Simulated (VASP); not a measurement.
# Ge (P6_3/mmc) in VASP: notebook

The runs below take Ge through single point, with PBE.

Everything below comes from runs of VASP 6.6.1. Logs are shortened: lines on timing, memory, paths and dates and some standing lists are left out, and cuts for length are marked.

## (1) The cell of the first run

The structure is hexagonal, space group P6_3/mmc (No. 194). The conventional cell has a = 4.003 Å, b = 4.003 Å, c = 13.157 Å, α = 90.00°, β = 90.00°, γ = 120.00°. Ge (site symmetry 3m) has 4 Ge at 2.45 Å within 3.2 Å. Within 3.2 Å of Ge (site symmetry 3m) lie 4 Ge at 2.45 to 2.47 Å.

## (2) Single point, PBE

INCAR

```
PREC = Accurate ; ENCUT = 520
EDIFF = 1E-7 ; ISMEAR = 0
SIGMA = 0.1 ; LREAL = False
LASPH = True ; NELM = 80
ALGO = Normal ; ISIF = 2
LWAVE = False ; LCHARG = True
GGA = PE ; LELF = True
LVHAR = True ; NBANDS = 66
```

KPOINTS

```
Automatic mesh
0
Gamma
  6 6 2
```

POSCAR

```
Ge
1.0
    4.0031158814      0.0000000000      0.0000000000
   -2.0015579407      3.4668000476      0.0000000000
    0.0000000000      0.0000000000     13.1567068600
Ge
8
Direct
    0.0000000000      0.0000000000      0.4068511600
    0.0000000000      0.0000000000      0.5931488400
    0.0000000000      0.0000000000      0.9068511600
    0.0000000000      0.0000000000      0.0931488400
    0.3333333300      0.6666666700      0.3440584300
    0.6666666700      0.3333333300      0.6559415700
    0.6666666700      0.3333333300      0.8440584300
    0.3333333300      0.6666666700      0.1559415700
```

Potentials or basis: VASP PAW PBE potentials, release 64 (Ge_d).

Started as:

```bash
cat potpaw_PBE.64/Ge_d/POTCAR > POTCAR
mpirun -np 1 vasp_std > vasp.out
```

OUTCAR:

```text
PREC = Accurate
   ENCUT = 520
   EDIFF = 1E-7
   ISMEAR = 0
   LREAL = False
   LASPH = True
   NELM = 80
   ISIF = 2
   GGA = PE

 ion  position               nearest neighbor table
   1  0.000  0.000  0.407-   2 2.45   5 2.45   5 2.45   5 2.45
   2  0.000  0.000  0.593-   1 2.45   6 2.45   6 2.45   6 2.45
   3  0.000  0.000  0.907-   4 2.45   7 2.45   7 2.45   7 2.45
   4  0.000  0.000  0.093-   3 2.45   8 2.45   8 2.45   8 2.45
   5  0.333  0.667  0.344-   1 2.45   1 2.45   1 2.45   8 2.47
   6  0.667  0.333  0.656-   2 2.45   2 2.45   2 2.45   7 2.47
   7  0.667  0.333  0.844-   3 2.45   3 2.45   3 2.45   6 2.47
   8  0.333  0.667  0.156-   4 2.45   4 2.45   4 2.45   5 2.47

  LATTYP: Found a hexagonal cell.
 ALAT       =     4.0031158814
 C/A-ratio  =     3.2866165382

  Lattice vectors:

 A1 = (   4.0031158814,   0.0000000000,   0.0000000000)
 A2 = (  -2.0015579407,   3.4668000476,   0.0000000000)
 A3 = (   0.0000000000,   0.0000000000,  13.1567068600)

Analysis of symmetry for initial positions (statically):
=====================================================================
 Subroutine PRICEL returns:
 Original cell was already a primitive cell.

 Routine SETGRP: Setting up the symmetry group for a
 hexagonal supercell.

 Subroutine GETGRP returns: Found 24 space group operations
 (whereof 12 operations were pure point group operations)
 out of a pool of 24 trial point group operations.

The static configuration has the point symmetry D_3d.
 The point group associated with its full space group is D_6h.

Analysis of symmetry for dynamics (positions and initial velocities):
=====================================================================
 Subroutine PRICEL returns:
 Original cell was already a primitive cell.

 Routine SETGRP: Setting up the symmetry group for a
 hexagonal supercell.

 Subroutine GETGRP returns: Found 24 space group operations
 (whereof 12 operations were pure point group operations)
 out of a pool of 24 trial point group operations.

The dynamic configuration has the point symmetry D_3d.
 The point group associated with its full space group is D_6h.

 Subroutine INISYM returns: Found 24 space group operations
 (whereof 12 operations are pure point group operations),
 and found     1 'primitive' translations

----------------------------------------------------------------------------------------

                                     Primitive cell

  volume of cell :     182.5888

  direct lattice vectors                    reciprocal lattice vectors
     4.003115881  0.000000000  0.000000000     0.249805409  0.144225220  0.000000000
    -2.001557941  3.466800048  0.000000000     0.000000000  0.288450440  0.000000000
     0.000000000  0.000000000 13.156706860     0.000000000  0.000000000  0.076006862

  length of vectors
     4.003115881  4.003115881 13.156706860     0.288450440  0.288450440  0.076006862

  position of ions in fractional coordinates (direct lattice)
     0.000000000  0.000000000  0.406851160
     0.000000000  0.000000000  0.593148840
     0.000000000  0.000000000  0.906851160
     0.000000000  0.000000000  0.093148840
     0.333333330  0.666666670  0.344058430
     0.666666670  0.333333330  0.655941570
     0.666666670  0.333333330  0.844058430
     0.333333330  0.666666670  0.155941570

  ion indices of the primitive-cell ions
   primitive index   ion index
                 1           1
                 2           2
                 3           3
                 4           4
                 5           5
                 6           6
                 7           7
                 8           8

----------------------------------------------------------------------------------------

 KPOINTS: Automatic mesh

Automatic generation of k-mesh.
 Grid dimensions read from file:
 generate k-points for:    6    6    2

 Generating k-lattice:

  Cartesian coordinates                     Fractional coordinates (reciprocal lattice)
     0.041634235  0.024037537  0.000000000     0.166666667  0.000000000  0.000000000
     0.000000000  0.048075073  0.000000000     0.000000000  0.166666667  0.000000000
     0.000000000  0.000000000  0.038003431     0.000000000  0.000000000  0.500000000

  Length of vectors
     0.048075073  0.048075073  0.038003431

  Shift w.r.t. Gamma in fractional coordinates (k-lattice)
     0.000000000  0.000000000  0.000000000

 Subroutine IBZKPT returns following result:
 ===========================================

 Found     14 irreducible k-points:

 Following reciprocal coordinates:
            Coordinates               Weight
  0.000000  0.000000  0.000000      1.000000
  0.166667  0.000000  0.000000      6.000000
  0.333333 -0.000000  0.000000      6.000000
  0.500000 -0.000000  0.000000      3.000000
  0.166667  0.166667  0.000000      6.000000
  0.333333  0.166667  0.000000     12.000000
  0.333333  0.333333  0.000000      2.000000
  0.000000  0.000000  0.500000      1.000000
  0.166667  0.000000  0.500000      6.000000
  0.333333 -0.000000  0.500000      6.000000
  0.500000 -0.000000  0.500000      3.000000
  0.166667  0.166667  0.500000      6.000000
  0.333333  0.166667  0.500000     12.000000
  0.333333  0.333333  0.500000      2.000000
   k-points           NKPTS =     14   k-points in BZ     NKDIM =     14   number of bands    NBANDS=     66
   number of dos      NEDOS =    301   number of ions     NIONS =      8
   total plane-waves  NPLWV =  88200
   dimension x,y,z NGX =    30 NGY =   30 NGZ =   98
   dimension x,y,z NGXF=    60 NGYF=   60 NGZF=  196
   ions per type =               8
   NGX,Y,Z   is equivalent  to a cutoff of  12.46, 12.46, 12.38 a.u.
   NGXF,Y,Z  is equivalent  to a cutoff of  24.92, 24.92, 24.77 a.u.
 SYSTEM =  unknown system
   PREC   = accura    normal or accurate (medium, high low for compatibility)
   ISTART =      0    job   : 0-new  1-cont  2-samecut
   ICHARG =      2    charge: 1-file 2-atom 10-const
   ISPIN  =      1    spin polarized calculation?
   LNONCOLLINEAR =      F non collinear calculations
   LSORBIT =      F    spin-orbit coupling
   LASPH  =      T    aspherical Exc in radial PAW
   ENCUT  =  520.0 eV  38.22 Ry    6.18 a.u.   7.44  7.44 24.46*2*pi/ulx,y,z
   NELM   =     80;   NELMIN=  2; NELMDL= -5     # of ELM steps
   EDIFF  = 0.1E-06   stopping-criterion for ELM
   LREAL  =      F    real-space projection
   EDIFFG = 0.1E-05   stopping-criterion for IOM
   NSW    =      0    number of steps for IOM
   IBRION =     -1    ionic relax: 0-MD 1-quasi-New 2-CG
   NFREE  =      0    steps in history (QN), initial steepest desc. (CG)
   ISIF   =      2    stress and relaxation
   ISYM   =      2    0-nonsym 1-usesym 2-fastsym
   POTIM  = 0.5000    time-step for ionic-motion
   TEBEG  =    0.0;   TEEND  =   0.0 temperature during run
   PSTRESS=    0.0 pullay stress
   NELECT =     112.0000    total number of electrons
   NUPDOWN=      -1.0000    fix difference up-down
   EMIN   =  10.00;   EMAX   =-10.00  energy-range for DOS
   EFERMI =   0.00;   METHOD = LEGACY
   ISMEAR =     0;   SIGMA  =   0.10  broadening in eV -4-tet -1-fermi 0-gaus
   EFERMI_NEDOS =   21; number of points for ismear=-14 and -15
   IALGO  =     38    algorithm
   IMIX   =      4    mixing-type and parameters
     AMIX     =   0.40;   BMIX     =  1.00
     AMIX_MAG =   1.60;   BMIX_MAG =  1.00
  volume/ion in A,a.u.               =      22.82       154.02
  Fermi-wavevector in a.u.,A,eV,Ry     =   1.390986  2.628583 26.325128  1.934842
  Thomas-Fermi vector in A             =   2.514869
   LORBIT       =      0    0 simple, 1 ext, 2 COOP (PROOUT), +10 PAW based schemes
   GGA     = PE    functional components
   LHFCALC =     F    Hartree Fock is set to
   AEXX    =    0.0000 exact exchange contribution
   IVDW    =     0    specifies the selected vdW correction
   LEPSILON=     F    determine dielectric tensor
   LRPA    =     F    only Hartree local field effects (RPA)
 non-spin polarized calculation
 Gauss-broadening in eV      SIGMA  =   0.10
  energy-cutoff  :      520.00
  volume of cell :      182.59
 maximum number of plane-waves:      4987
 NGX is ok and might be reduce to    30

 number of electron     112.0000142 magnetization

 Free energy of the ion-electron system (eV)
  ---------------------------------------------------
  ext. energy  EPLUGINS =         0.00000000
  ---------------------------------------------------
  free energy    TOTEN  =       -35.92038560 eV

  energy without entropy =      -35.91730679  energy(sigma->0) =      -35.91884620

 E-fermi :   4.9855     XC(G=0):  -9.8814

 val. band max:        4.9290583286   @ k =   0.0000   0.0000   0.0000
 cond. band min:       5.0012299795   @ k =   0.0000   0.0000   0.0000
 fundamental gap:      0.0721716509
 Fermi energy:         4.9854729673

 k-point     1 :       0.0000    0.0000    0.0000
  band No.  band energies     occupation
      1     -19.9177      2.00000
      2     -19.9177      2.00000
      3     -19.9088      2.00000
      4     -19.9088      2.00000
      5     -19.9043      2.00000
      6     -19.9043      2.00000
[... 58 lines left out ...]
     65       8.1758      0.00000
     66       8.7104      0.00000

 k-point     2 :       0.1667    0.0000    0.0000
  band No.  band energies     occupation
      1     -19.9330      2.00000
      2     -19.9228      2.00000
      3     -19.9148      2.00000
      4     -19.9144      2.00000
      5     -19.9131      2.00000
      6     -19.9094      2.00000
[... 58 lines left out ...]
     65       8.9601      0.00000
     66       9.3408      0.00000

 k-point     3 :       0.3333   -0.0000    0.0000
  band No.  band energies     occupation
      1     -19.9420      2.00000
      2     -19.9266      2.00000
      3     -19.9218      2.00000
      4     -19.9195      2.00000
      5     -19.9179      2.00000
      6     -19.9153      2.00000
[... 748 lines left out ...]
     65       9.6818      0.00000
     66       9.6818      0.00000

 k-point    14 :       0.3333    0.3333    0.5000
  band No.  band energies     occupation
      1     -19.9413      2.00000
      2     -19.9413      2.00000
      3     -19.9335      2.00000
      4     -19.9335      2.00000
      5     -19.9323      2.00000
      6     -19.9323      2.00000
[... 58 lines left out ...]
     65      10.5240      0.00000
     66      10.5241      0.00000

------------------------ aborting loop because EDIFF is reached ----------------------------------------

  FORCE on cell =-STRESS in cart. coord.  units (eV):
  Direction    XX          YY          ZZ          XY          YZ          ZX
  --------------------------------------------------------------------------------------
  -------------------------------------------------------------------------------------
  Total        3.5614296      3.5614296      3.0411629     -0.0000000      0.0000000      0.0000000
  in kB       31.2507749     31.2507749     26.6855469     -0.0000000      0.0000000      0.0000000
  external PRESSURE =      29.7290323 kB  Pullay stress =       0.0000000 kB

 VOLUME and BASIS-vectors are now :
 -----------------------------------------------------------------------------
  energy-cutoff  :      520.00
  volume of cell :      182.59
      direct lattice vectors                 reciprocal lattice vectors
     4.003115881  0.000000000  0.000000000     0.249805409  0.144225220  0.000000000
    -2.001557941  3.466800048  0.000000000     0.000000000  0.288450440  0.000000000
     0.000000000  0.000000000 13.156706860     0.000000000  0.000000000  0.076006862

 POSITION                                       TOTAL-FORCE (eV/Angst)
 -----------------------------------------------------------------------------------
      0.00000      0.00000      5.35282         0.000000      0.000000     -0.012900
      0.00000      0.00000      7.80389        -0.000000     -0.000000      0.012900
      0.00000      0.00000     11.93117         0.000000     -0.000000     -0.012900
      0.00000      0.00000      1.22553        -0.000000      0.000000      0.012900
     -0.00000      2.31120      4.52668        -0.000000     -0.000000     -0.006421
      2.00156      1.15560      8.63003         0.000000      0.000000      0.006421
      2.00156      1.15560     11.10503         0.000000      0.000000     -0.006421
     -0.00000      2.31120      2.05168        -0.000000     -0.000000      0.006421
 -----------------------------------------------------------------------------------
    total drift:                                0.000000      0.000000      0.000000

  FREE ENERGIE OF THE ION-ELECTRON SYSTEM (eV)
  ---------------------------------------------------
  free  energy   TOTEN  =       -35.9203856017 eV

  energy  without entropy=      -35.9173067912  energy(sigma->0) =      -35.91884620
```

Wall time 5.2 min (1 thread of AMD EPYC 7R13, shared host); peak memory 0.3 GiB.

What came out:

```yaml
Free_energy: -35.9204 eV
Pressure: 3.0 GPa
Largest_force: 0.013 eV/Å
Band_gap_on_the_k_mesh: zero (filled and empty bands touch)
```

Forces in eV/Å, atoms in the order of the input:
```
Ge   0.000  0.000 -0.013
Ge   0.000  0.000  0.013
Ge   0.000  0.000 -0.013
Ge   0.000  0.000  0.013
Ge   0.000  0.000 -0.006
Ge   0.000  0.000  0.006
Ge   0.000  0.000 -0.006
Ge   0.000  0.000  0.006
```

## (3) Single point, PBE

This run uses another cell than the first one: it holds 4 atoms, not 8.

INCAR

```
  ALGO = Normal
  EDIFF = 1E-6
  ENCUT = 520
  GGA = PE
  ISIF = 2
  ISMEAR = 0
  LASPH = T
  LCHARG = F
  LREAL = F
  LWAVE = F
  NBANDS = 36
  NELM = 100
  PREC = Accurate
  SIGMA = 0.1
```

KPOINTS

```
k-points
0
Gamma
  15 15 8
```

POSCAR

```
Ge
1.0
    4.0578204971      0.0000000000      0.0000000000
   -2.0289102486      3.5141756344      0.0000000000
    0.0000000000      0.0000000000      6.6949995073
Ge
4
Direct
    0.6666666667      0.3333333333      0.0628531595
    0.3333333333      0.6666666667      0.5628531595
    0.6666666667      0.3333333333      0.4371468405
    0.3333333333      0.6666666667      0.9371468405
```

Potentials or basis: VASP PAW PBE potentials, release 64 (Ge_d).

Started as:

```bash
cat potpaw_PBE.64/Ge_d/POTCAR > POTCAR
mpirun -np 1 vasp_std > vasp.out
```

Wall time 5.5 min (1 thread of Oxide Virtual Turin-like, shared host); peak memory 0.4 GiB.

It converged, with:

```yaml
Free_energy: -18.0030 eV
Pressure: -0.1 GPa
Largest_force: 0.007 eV/Å
Band_gap_on_the_k_mesh: zero (band 28 reaches 4.55 eV, above the bottom of band 29 at 4.54 eV)
```

Forces on the atoms (eV/Å):
```
Ge   0.000  0.000 -0.007
Ge   0.000  0.000 -0.007
Ge   0.000  0.000  0.007
Ge   0.000  0.000  0.007
```

Levels at points of the mesh, in eV from the Fermi level:
| k point | band 26 | band 27 | band 28 | band 29 | band 30 | band 31 |
| --- | --- | --- | --- | --- | --- | --- |
| (0.00, 0.00, 0.00) | -0.44 | -0.23 | -0.19 | 0.07 | 0.07 | 2.23 |
| (0.00, 0.00, 0.50) | -0.85 | -0.85 | -0.85 | 0.51 | 0.51 | 3.29 |
